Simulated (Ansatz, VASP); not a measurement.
Bi in VASP and in Ansatz

The input INCAR:

```
AGGAC    = 1.0          
AGGAX    = 1.0          
ALDAC    = 0.0          
ALDAX    = 1.0          
ALGO     = Normal         # electronic algorithm
EDIFF    = 1E-7           # SCF threshold, eV
ENCUT    = 520            # plane-wave cutoff, eV
GGA      = B5             # functional
ISIF     = 2              # what is computed and relaxed
ISMEAR   = -1             # smearing method
LASPH    = True           # aspherical terms in the spheres
LCHARG   = True           # write CHGCAR
LELF     = True           # ELF
LREAL    = False          # projectors in reciprocal space
LVHAR    = True         
LWAVE    = False          # write WAVECAR
NBANDS   = 14             # bands
NELM     = 100            # most SCF steps
PREC     = Accurate       # precision mode
SIGMA    = 0.1            # smearing width, eV
```

KPOINTS

```
k-points
0
Gamma
  11 11 11
```

POSCAR

```
Bi
1.0
    3.2182750711      0.0000000000      0.0000000000
    0.0000000000      3.2182750711      0.0000000000
    0.0000000000      0.0000000000      3.2182750711
Bi
1
Direct
    0.0000000000      0.0000000000      0.0000000000
```

Input for Ansatz:

```yaml
crystal:
  lattice:
    - [3.2182750711, 0.0, 0.0]
    - [0.0, 3.2182750711, 0.0]
    - [0.0, 0.0, 3.2182750711]
  atoms:
    - { symbol: Bi, position: [0.0, 0.0, 0.0] }
hamiltonian:
  xc: blyp
  pseudopotentials:
    kind: paw
    azcp:
      Bi: "pseudopotentials/Bi.paw.azcp"
basis:
  ecutwfc: 420
  fft_grid_basis: typed
kpoints:
  mp_grid: { grid: [11, 11, 11], shift: [0, 0, 0] }
magnetization:
  spin_polarized: false
scf:
  occupations: { method: fermi_dirac, width: 0.1 }
  lower_state_search: "off"
output:
  stress: true
```

Alike in both runs: task single point; functional BLYP; k mesh 11 × 11 × 11; occupations fermi-dirac, width 0.1 eV; no spin polarisation.

|  | VASP | Ansatz |
| --- | --- | --- |
| version | VASP 6.6.1 | Ansatz 0.2.0 |
| potentials or method | VASP PAW PBE potentials, release 64 (Bi_d), cutoff 520 eV | plane waves (420 eV) with PAW, scalar-relativistic |
| valence electrons in the cell | 15 | 15 |

```csv
,VASP,Ansatz,Ansatz less VASP
pressure (GPa),6.7,6.6,-0.14
```

VASP's potentials were made for PBE, not for BLYP.

Spin-orbit coupling is off throughout.
